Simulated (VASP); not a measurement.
# C (Fd-3m) in VASP: further runs

Runs on C. Level: LDA. Tasks: single point.

Program: VASP 6.6.1. These are calculated values, not measurements. Logs are shortened: lines on timing, memory, paths and dates and some standing lists are left out, and cuts for length are marked.

## 1. The cell of the first run

It takes space group Fd-3m (No. 227, cubic). Conventional cell: a = 3.637 Å, b = 3.637 Å, c = 3.637 Å, α = 90.00°, β = 90.00°, γ = 90.00°. C (site symmetry -43m) has 4 C at 1.57 Å within 2.1 Å.

## 2. Single point, LDA (volume scaled by 1.06)

INCAR reads:

```
PREC = Accurate
ENCUT = 520
EDIFF = 1E-6
ISMEAR = -1
SIGMA = 0.08
LREAL = False
LASPH = True
NELM = 80
ALGO = Normal
ISIF = 2
LWAVE = False
LCHARG = True
GGA = CA
LELF = True
LVHAR = True
NBANDS = 11
```

KPOINTS reads:

```
Automatic mesh
0
Gamma
  20 20 20
```

POSCAR reads:

```
C
1.0
    0.0000000000      1.8183775075      1.8183775075
    1.8183775075      0.0000000000      1.8183775075
    1.8183775075      1.8183775075      0.0000000000
C
2
Direct
    0.5000000000      0.5000000000      0.5000000000
    0.7500000000      0.7500000000      0.7500000000
```

Potentials or basis: VASP PAW LDA potentials, release 64 (C).

Started as:

```sh
cat potpaw_LDA.64/C/POTCAR > POTCAR
mpirun -np 1 vasp_std > vasp.out
```

OUTCAR:

```text
PREC = Accurate
   ENCUT = 520
   EDIFF = 1E-6
   ISMEAR = -1
   LREAL = False
   LASPH = True
   NELM = 80
   ISIF = 2
   GGA = CA

 ion  position               nearest neighbor table
   1  0.500  0.500  0.500-   2 1.57   2 1.57   2 1.57   2 1.57
   2  0.750  0.750  0.750-   1 1.57   1 1.57   1 1.57   1 1.57

  LATTYP: Found a face centered cubic cell.
 ALAT       =     3.6367550150

  Lattice vectors:

 A1 = (   0.0000000000,   1.8183775075,   1.8183775075)
 A2 = (   1.8183775075,   0.0000000000,   1.8183775075)
 A3 = (   1.8183775075,   1.8183775075,   0.0000000000)

Analysis of symmetry for initial positions (statically):
=====================================================================
 Subroutine PRICEL returns:
 Original cell was already a primitive cell.

 Routine SETGRP: Setting up the symmetry group for a
 face centered cubic supercell.

 Subroutine GETGRP returns: Found 48 space group operations
 (whereof 24 operations were pure point group operations)
 out of a pool of 48 trial point group operations.

The static configuration has the point symmetry T_d .
 The point group associated with its full space group is O_h .

Analysis of symmetry for dynamics (positions and initial velocities):
=====================================================================
 Subroutine PRICEL returns:
 Original cell was already a primitive cell.

 Routine SETGRP: Setting up the symmetry group for a
 face centered cubic supercell.

 Subroutine GETGRP returns: Found 48 space group operations
 (whereof 24 operations were pure point group operations)
 out of a pool of 48 trial point group operations.

The dynamic configuration has the point symmetry T_d .
 The point group associated with its full space group is O_h .

 Subroutine INISYM returns: Found 48 space group operations
 (whereof 24 operations are pure point group operations),
 and found     1 'primitive' translations

----------------------------------------------------------------------------------------

                                     Primitive cell

  volume of cell :      12.0249

  direct lattice vectors                    reciprocal lattice vectors
     0.000000000  1.818377507  1.818377507    -0.274970405  0.274970405  0.274970405
     1.818377507  0.000000000  1.818377507     0.274970405 -0.274970405  0.274970405
     1.818377507  1.818377507  0.000000000     0.274970405  0.274970405 -0.274970405

[... 83 lines left out ...]
   EDIFF  = 0.1E-05   stopping-criterion for ELM
   LREAL  =      F    real-space projection
   EDIFFG = 0.1E-04   stopping-criterion for IOM
   NSW    =      0    number of steps for IOM
   IBRION =     -1    ionic relax: 0-MD 1-quasi-New 2-CG
   NFREE  =      0    steps in history (QN), initial steepest desc. (CG)
   ISIF   =      2    stress and relaxation
   ISYM   =      2    0-nonsym 1-usesym 2-fastsym
   POTIM  = 0.5000    time-step for ionic-motion
   TEBEG  =    0.0;   TEEND  =   0.0 temperature during run
   PSTRESS=    0.0 pullay stress
   NELECT =       8.0000    total number of electrons
   NUPDOWN=      -1.0000    fix difference up-down
   EMIN   =  10.00;   EMAX   =-10.00  energy-range for DOS
   EFERMI =   0.00;   METHOD = LEGACY
   ISMEAR =    -1;   SIGMA  =   0.08  broadening in eV -4-tet -1-fermi 0-gaus
   EFERMI_NEDOS =   21; number of points for ismear=-14 and -15
   IALGO  =     38    algorithm
   IMIX   =      4    mixing-type and parameters
     AMIX     =   0.40;   BMIX     =  1.00
     AMIX_MAG =   1.60;   BMIX_MAG =  1.00
  volume/ion in A,a.u.               =       6.01        40.57
  Fermi-wavevector in a.u.,A,eV,Ry     =   1.429149  2.700700 27.789440  2.042466
  Thomas-Fermi vector in A             =   2.549134
   LORBIT       =      0    0 simple, 1 ext, 2 COOP (PROOUT), +10 PAW based schemes
   GGA     = CA    functional components
   LHFCALC =     F    Hartree Fock is set to
   AEXX    =    0.0000 exact exchange contribution
   IVDW    =     0    specifies the selected vdW correction
   LEPSILON=     F    determine dielectric tensor
   LRPA    =     F    only Hartree local field effects (RPA)
 non-spin polarized calculation
  energy-cutoff  :      520.00
  volume of cell :       12.02
 maximum number of plane-waves:       332
   NGX =  9   NGY =  9   NGZ =  9

 number of electron       8.0000002 magnetization

 Free energy of the ion-electron system (eV)
  ---------------------------------------------------
  ext. energy  EPLUGINS =         0.00000000
  ---------------------------------------------------
  free energy    TOTEN  =       -20.13777116 eV

  energy without entropy =      -20.13777116  energy(sigma->0) =      -20.13777116

 E-fermi :  10.2922     XC(G=0): -13.2196

 val. band max:        8.8886167934   @ k =   0.0000   0.0000   0.0000
 cond. band min:      12.8506896560   @ k =   0.3500   0.3500   0.0000
 fundamental gap:      3.9620728626
 Fermi energy:        10.2921599754

 k-point     1 :       0.0000    0.0000    0.0000
  band No.  band energies     occupation
      1     -11.6685      2.00000
      2       8.8886      2.00000
      3       8.8886      2.00000
      4       8.8886      2.00000
      5      14.2676      0.00000
      6      14.2676      0.00000
      7      14.2676      0.00000
      8      21.1395      0.00000
      9      27.1468      0.00000
     10      34.8776      0.00000
     11      34.8776      0.00000
[... 309 lines left out ...]
 k-point    24 :      -0.3500    0.0500    0.0000
  band No.  band energies     occupation
      1      -8.1386      2.00000
      2      -0.9917      2.00000
      3       6.0465      2.00000
      4       6.6733      2.00000
      5      16.8343      0.00000
      6      17.0760      0.00000
      7      17.2218      0.00000
      8      23.3064      0.00000
      9      28.8490      0.00000
     10      31.0839      0.00000
     11      32.1250      0.00000

 [... further k-points ...]
[... 5 lines left out ...]
  --------------------------------------------------------------------------------------
  -------------------------------------------------------------------------------------
  Total       -2.5347169     -2.5347169     -2.5347169     -0.0000000     -0.0000000      0.0000000
  in kB     -337.7208646   -337.7208646   -337.7208646     -0.0000000     -0.0000000      0.0000000
  external PRESSURE =    -337.7208646 kB  Pullay stress =       0.0000000 kB

 VOLUME and BASIS-vectors are now :
 -----------------------------------------------------------------------------
  energy-cutoff  :      520.00
  volume of cell :       12.02
      direct lattice vectors                 reciprocal lattice vectors
     0.000000000  1.818377507  1.818377507    -0.274970405  0.274970405  0.274970405
     1.818377507  0.000000000  1.818377507     0.274970405 -0.274970405  0.274970405
     1.818377507  1.818377507  0.000000000     0.274970405  0.274970405 -0.274970405

 POSITION                                       TOTAL-FORCE (eV/Angst)
 -----------------------------------------------------------------------------------
      1.81838      1.81838      1.81838        -0.000000     -0.000000     -0.000000
      2.72757      2.72757      2.72757         0.000000      0.000000      0.000000
 -----------------------------------------------------------------------------------
    total drift:                                0.000000     -0.000000      0.000000

  FREE ENERGIE OF THE ION-ELECTRON SYSTEM (eV)
  ---------------------------------------------------
  free  energy   TOTEN  =       -20.1377711637 eV

  energy  without entropy=      -20.1377711636  energy(sigma->0) =      -20.13777116
```

stdout:

```text
POSCAR found type information on POSCAR C
 POSCAR found :  1 types and       2 ions
 scaLAPACK will be used
 LDA part: xc-table for (Slater(with rela. corr.)+CA(PZ))
 , standard interpolation
 POSCAR, INCAR and KPOINTS ok, starting setup
 FFT: planning ... GRIDC
 FFT: planning ... GRID_SOFT
 FFT: planning ... GRID
 WAVECAR not read
 entering main loop
```

It took 20 s on 1 thread of AMD EPYC 9R14 (Zen 4), shared host; peak memory 0.1 GiB.

Results:

```yaml
Free_energy: -20.1378 eV
Pressure: -33.8 GPa
Band_gap_on_the_k_mesh: 3.96 eV, indirect (least direct gap 5.38 eV)
```

 A k mesh can miss the band edges.

## 3. Single point, LDA (volume scaled by 0.95)

INCAR reads:

```
SYSTEM = C
PREC = Accurate
ENCUT = 520
EDIFF = 1E-6
ISMEAR = -1
SIGMA = 0.08
LREAL = .False.
LASPH = .True.
NELM = 60
ALGO = Normal
ISIF = 2
LWAVE = .False.
LCHARG = .False.
NBANDS = 11
```

KPOINTS reads:

```
regular mesh
0
Gamma
  20 20 20
  0 0 0
```

POSCAR reads:

```
C
1.0
    0.0000000000      1.7531670408      1.7531670408
    1.7531670408      0.0000000000      1.7531670408
    1.7531670408      1.7531670408      0.0000000000
C
2
Direct
    0.5000000000      0.5000000000      0.5000000000
    0.7500000000      0.7500000000      0.7500000000
```

Potentials or basis: VASP PAW LDA potentials, release 64 (C).

Started as:

```sh
cat potpaw_LDA.64/C/POTCAR > POTCAR
mpirun -np 1 vasp_std > vasp.out
```

It took 24 s on 1 thread of Intel Xeon 8259CL, shared host; peak memory 0.13 GiB.

The run converged. Its results:

```yaml
Free_energy: -20.2346 eV
Pressure: 12.3 GPa
Band_gap_on_the_k_mesh: 4.23 eV, indirect (least direct gap 5.69 eV)
```

Levels at points of the mesh, in eV from the valence-band top:
| k point | band 2 | band 3 | band 4 | band 5 | band 6 | band 7 |
| --- | --- | --- | --- | --- | --- | --- |
| (0.00, 0.00, 0.00) | 0.00 | 0.00 | 0.00 | 5.69 | 5.69 | 5.69 |
| (0.50, 0.00, 0.00) | -13.94 | -2.92 | -2.92 | 8.60 | 8.60 | 9.72 |
| (0.50, 0.50, 0.00) | -12.98 | -6.60 | -6.60 | 4.82 | 4.82 | 17.42 |

## 4. Single point, LDA (volume scaled by 0.94)

INCAR reads:

```
PREC = Accurate ; ENCUT = 520
EDIFF = 1E-7 ; ISMEAR = -1
SIGMA = 0.08 ; LREAL = F
LASPH = T ; NELM = 100
ALGO = Normal ; ISIF = 2
LWAVE = F ; LCHARG = F
NBANDS = 11
```

KPOINTS reads:

```
regular mesh
0
Gamma
  20 20 20
```

POSCAR reads:

```
C
1.0
    0.0000000000      1.7469938663      1.7469938663
    1.7469938663      0.0000000000      1.7469938663
    1.7469938663      1.7469938663      0.0000000000
C
2
Direct
    0.5000000000      0.5000000000      0.5000000000
    0.7500000000      0.7500000000      0.7500000000
```

Started as:

```sh
cat potpaw_LDA.64/C/POTCAR > POTCAR
mpirun -np 1 vasp_std > vasp.out
```

Run time: 26 s. Hardware: 1 thread of Intel Xeon 8259CL, shared host; peak memory 0.13 GiB.

The run converged. Its results:

| Quantity | Value |
| --- | --- |
| Free energy | -20.2237 eV |
| Pressure | 17.8 GPa |
| Band gap on the k mesh | 4.26 eV, indirect (least direct gap 5.72 eV) |

Levels at points of the mesh, in eV from the valence-band top:
```csv
k point,band 1,band 2,band 3,band 4,band 5,band 6,band 7,band 8
"(0.00, 0.00, 0.00)",-22.16,0.00,0.00,0.00,5.72,5.72,5.72,15.00
"(0.50, 0.00, 0.00)",-15.95,-14.06,-2.95,-2.95,8.65,8.65,9.87,15.97
"(0.50, 0.50, 0.00)",-13.06,-13.06,-6.67,-6.67,4.84,4.84,17.58,17.58
```

 A k mesh can miss the band edges.

## 5. Single point, LDA (volume scaled by 0.975)

INCAR reads:

```
PREC = Accurate
ENCUT = 520
EDIFF = 1E-7
ISMEAR = -1
SIGMA = 0.08
LREAL = False
LASPH = True
NELM = 100
ALGO = Normal
ISIF = 2
LWAVE = False
LCHARG = True
GGA = CA
LELF = True
LVHAR = True
NBANDS = 11
```

KPOINTS reads:

```
Automatic mesh
0
Gamma
  20 20 20
```

POSCAR reads:

```
C
1.0
    0.0000000000      1.7684127368      1.7684127368
    1.7684127368      0.0000000000      1.7684127368
    1.7684127368      1.7684127368      0.0000000000
C
2
Direct
    0.5000000000      0.5000000000      0.5000000000
    0.7500000000      0.7500000000      0.7500000000
```

Started as:

```sh
cat potpaw_LDA.64/C/POTCAR > POTCAR
mpirun -np 1 vasp_std > vasp.out
```

Run time: 35 s. Hardware: 1 thread of Intel Xeon 8259CL, shared host; peak memory 0.13 GiB.

It converged, with:

| Item | Value |
| --- | --- |
| Free energy | -20.2455 eV |
| Pressure | -0.4 GPa |
| Band gap on the k mesh | 4.16 eV, indirect (least direct gap 5.61 eV) |

Levels at points of the mesh, in eV from the valence-band top:
```csv
k point,band 2,band 3,band 4,band 5,band 6,band 7
"(0.00, 0.00, 0.00)",0.00,0.00,0.00,5.61,5.61,5.61
"(0.50, 0.00, 0.00)",-13.64,-2.85,-2.85,8.49,8.49,9.36
"(0.50, 0.50, 0.00)",-12.79,-6.44,-6.44,4.76,4.76,17.01
```

## 6. The runs side by side

| cell | gap on the mesh (eV) | pressure (GPa) |
| --- | --- | --- |
| a = 2.572 Å, angles 60.0°, 2 atoms | 3.96 | -33.8 |
| a = 2.479 Å, angles 60.0°, 2 atoms | 4.23 | 12.3 |
| a = 2.471 Å, angles 60.0°, 2 atoms | 4.26 | 17.8 |
| a = 2.501 Å, angles 60.0°, 2 atoms | 4.16 | -0.4 |

Alike in all rows: task single point; level LDA; potentials or basis VASP PAW LDA potentials, release 64 (C); no spin polarisation; k mesh 20 × 20 × 20; cutoff (eV) 520; smearing fermi-dirac 0.08 eV.

Total energies depend on the potentials used, so only differences within one code and one set of settings carry meaning.
